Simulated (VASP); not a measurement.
Set up this calculation in VASP 6.6.1, as the native input.

```yaml
Task: single point
Functional: PBEsol
Potentials_or_basis: VASP PAW PBE potentials, release 64 (Mo_sv, Te)
Cutoff: 500 eV
k_mesh: 6 × 6 × 2
Occupations: gaussian, width 0.01 eV
Spin: no spin polarisation
Dipole_correction: no
Further_INCAR_settings: ALGO = Normal; EDIFF = 1e-06; NBANDS = 35
```

The structure of Te2Mo lies in POSCAR:

```
Te2Mo
1.0
    3.5421311219      0.0000000000      0.0000000000
   -1.7710655610      3.0675755351      0.0000000000
    0.0000000000      0.0000000000     14.1766718530
Mo Te
2 4
Direct
    0.3333333333      0.6666666667      0.2500000000
    0.6666666667      0.3333333333      0.7500000000
    0.6666666667      0.3333333333      0.3765845064
    0.6666666667      0.3333333333      0.1234154936
    0.3333333333      0.6666666667      0.8765845064
    0.3333333333      0.6666666667      0.6234154936
```

One way to write it, as run:

INCAR

```
PREC     = Accurate       # precision mode
ENCUT    = 500            # plane-wave cutoff, eV
EDIFF    = 1E-6           # SCF threshold, eV
ISMEAR   = 0              # smearing method
SIGMA    = 0.01           # smearing width, eV
LREAL    = False          # projectors in reciprocal space
LASPH    = True           # aspherical terms in the spheres
NELM     = 120            # most SCF steps
ALGO     = Normal         # electronic algorithm
ISIF     = 2              # what is computed and relaxed
LWAVE    = False          # write WAVECAR
LCHARG   = True           # write CHGCAR
GGA      = PS             # functional
LELF     = True           # ELF
LVHAR    = True         
NBANDS   = 35             # bands
GGA_COMPAT= False
```

KPOINTS

```
regular mesh
0
Gamma
  6 6 2
```

Potentials or basis: VASP PAW PBE potentials, release 64 (Mo_sv, Te).

The run is started by

```bash
$ cat potpaw_PBE.64/Mo_sv/POTCAR potpaw_PBE.64/Te/POTCAR > POTCAR
$ mpirun -np 1 vasp_std > vasp.out
```

Results of the run:

```json
{"Pressure": "-1.9 GPa", "Largest force": "0.044 eV/Å", "Band gap on the k mesh": "0.85 eV (least direct gap 1.00 eV)"}
```

Caveat: the PAW data sets were made with another functional, which shifts forces and pressure a little; spin-orbit coupling is left out, which moves the levels of the heavy elements; this functional lacks dispersion, which binds layers or chains, so the pressure and a relaxed spacing across them are unreliable.

Wall time 3.3 min on 1 thread of Intel Xeon 8259CL, on a shared host, peak memory 0.3 GiB.
